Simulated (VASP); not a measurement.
Set up this calculation in VASP 6.6.1, as the native input.

* Task: single point
* Functional: PBEsol
* Potentials or basis: VASP PAW PBE potentials, release 64 (Yb)
* Cutoff: 520 eV
* k mesh: 8 × 8 × 4
* Occupations: fermi-dirac, width 0.05 eV
* Spin: collinear spin, antiferromagnetic start
* Starting moments: [1.0, -1.0] μB
* Dipole correction: no
* Further INCAR settings: ALGO = Fast; EDIFF = 1e-06; NBANDS = 35

The structure of Yb lies in POSCAR:

```
Yb
1.0
    3.8799000000      0.0000000000      0.0000000000
   -1.9399500000      3.3600919641      0.0000000000
    0.0000000000      0.0000000000      6.3859000000
Yb
2
Direct
    0.6666666667      0.3333333333      0.7500000000
    0.3333333333      0.6666666667      0.2500000000
```

This isn't the form of Yb at room conditions, which is fcc.

These files were run (other wordings do the same):

INCAR

```
PREC     = Accurate       # precision mode
ENCUT    = 520            # plane-wave cutoff, eV
EDIFF    = 1E-6           # SCF threshold, eV
ISMEAR   = -1             # smearing method
SIGMA    = 0.05           # smearing width, eV
LREAL    = False          # projectors in reciprocal space
LASPH    = True           # aspherical terms in the spheres
NELM     = 150            # most SCF steps
ALGO     = Fast           # electronic algorithm
ISIF     = 2              # what is computed and relaxed
LWAVE    = False          # write WAVECAR
LCHARG   = False          # write CHGCAR
ISPIN    = 2              # spin polarisation
MAGMOM   = 1 -1           # initial moments
LORBIT   = 11             # projections on sites
LMAXMIX  = 6              # l up to which the mixer works
GGA      = PS             # functional
NBANDS   = 35             # bands
```

KPOINTS

```
Automatic mesh
0
Gamma
  8 8 4
```

Potentials or basis: VASP PAW PBE potentials, release 64 (Yb).

Run with:

```console
$ cat potpaw_PBE.64/Yb/POTCAR > POTCAR
$ mpirun -np 1 vasp_std > vasp.out
```

It gave:

| Quantity | Value |
| --- | --- |
| Pressure | -2.9 GPa |
| Band gap on the k mesh | zero (filled and empty bands overlap) |
| Net moment | 0.00 μB per cell |
| Valence electrons inside the program's atomic spheres | Yb 22.04 |

Caveat: the PAW data sets were made with another functional, which shifts forces and pressure a little; spin-orbit coupling is left out, which moves the levels of the heavy elements.

It took 8.6 min on 1 thread of Intel(R) Xeon(R) 6975P-C (Granite Rapids), on a shared host, peak memory 0.32 GiB.
